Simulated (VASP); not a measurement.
A run of VASP 6.6.1 is set up as follows.

The input INCAR:

```
SYSTEM = HfN
  PREC = Accurate
  ENCUT = 520
  EDIFF = 1E-7
  ISMEAR = -1
  SIGMA = 0.01
  LREAL = .FALSE.
  LASPH = .TRUE.
  NELM = 100
  ALGO = Normal
  ISIF = 2
  LWAVE = .FALSE.
  LCHARG = .TRUE.
  GGA = CA
  LELF = .TRUE.
  LVHAR = .TRUE.
  NBANDS = 23
```

File KPOINTS:

```
regular mesh
0
G
  8 8 4
  0 0 0
```

Contents of POSCAR:

```
HfN
1.0
    3.1128744266      0.0000000000      0.0000000000
   -1.5564372133      2.6958283908      0.0000000000
    0.0000000000      0.0000000000      5.3804127569
Hf N
2 2
Direct
    0.6666666667      0.3333333333      0.7500000000
    0.3333333333      0.6666666667      0.2500000000
    0.0000000000      0.0000000000      0.0000000000
    0.0000000000      0.0000000000      0.5000000000
```

Potentials or basis: VASP PAW LDA potentials, release 64 (Hf_pv, N).

The run is started by

```sh
$ cat potpaw_LDA.64/Hf_pv/POTCAR potpaw_LDA.64/N/POTCAR > POTCAR
$ mpirun -np 1 vasp_std > vasp.out
```

Q: What does it give for the pressure?

A: -4.3 GPa.

Q: Estimate the band gap on the k mesh.

A: Zero (bands 15 and 16 overlap by 2.35 eV).

Stress tensor (GPa, compression positive):
```
-4.60  0.00  0.00
 0.00 -4.60  0.00
 0.00  0.00 -3.66
```

Caveat: the cell stands under tension; spin-orbit coupling is left out, which moves the levels of the heavy elements.
